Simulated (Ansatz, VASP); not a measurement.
## KMgF3: VASP beside Ansatz

The input INCAR:

```
ALGO = Normal ; EDIFF = 1E-6
ENCUT = 520 ; GGA = PE
ISIF = 2 ; ISMEAR = 0
IVDW = 12 ; LASPH = True
LCHARG = False ; LREAL = False
LWAVE = False ; NBANDS = 24
NELM = 60 ; PREC = Accurate
SIGMA = 0.01
```

The input KPOINTS:

```
k-points
0
Gamma
  6 6 6
```

Contents of POSCAR:

```
KMgF3
1.0
    3.8533720875      0.0000000000      0.0000000000
    0.0000000000      3.8533720875      0.0000000000
    0.0000000000      0.0000000000      3.8533720875
K Mg F
1 1 3
Direct
    0.5000000000      0.5000000000      0.5000000000
    0.0000000000      0.0000000000      0.0000000000
    0.5000000000      0.0000000000      0.0000000000
    0.0000000000      0.5000000000      0.0000000000
    0.0000000000      0.0000000000      0.5000000000
```

Input for Ansatz:

```yaml
crystal:
  lattice:
    - [3.8533720875, 0.0, 0.0]
    - [0.0, 3.8533720875, 0.0]
    - [0.0, 0.0, 3.8533720875]
  atoms:
    - { symbol: K, position: [0.5, 0.5, 0.5] }
    - { symbol: Mg, position: [0.0, 0.0, 0.0] }
    - { symbol: F, position: [0.5, 0.0, 0.0] }
    - { symbol: F, position: [0.0, 0.5, 0.0] }
    - { symbol: F, position: [0.0, 0.0, 0.5] }
scf:
  occupations: { method: fixed }
output:
  forces: true
  stress: true
  eigenvalues: true
hamiltonian:
  xc: pbe
  dispersion: d3bj
basis:
  ecutwfc: 560
kpoints:
  mp_grid: { grid: [6, 6, 6] }
```

Alike in both runs: task single point; functional PBE; dispersion D3(BJ); k mesh 6 × 6 × 6; no spin polarisation.

|  | VASP | Ansatz |
| --- | --- | --- |
| version | VASP 6.6.1 | Ansatz 0.2.0 |
| potentials or method | VASP PAW PBE potentials, release 64 (K_sv, Mg, F), cutoff 520 eV | scalar-relativistic, plane waves, PAW |
| occupations | gaussian, width 0.01 eV | fixed |
| valence electrons in the cell | 32 | 40 |

|  | VASP | Ansatz | Ansatz less VASP |
| --- | --- | --- | --- |
| gap on the k mesh at the Fermi level (eV) | 8.12 | 8.15 | +0.027 |
| least direct gap on the mesh (eV) | 8.44 | 8.46 | +0.024 |
| pressure (GPa) | 11.2 | 11.6 | +0.37 |

VASP's potentials hold 32 valence electrons a cell and Ansatz's 40, so a difference there can come from the potentials and not from the codes.
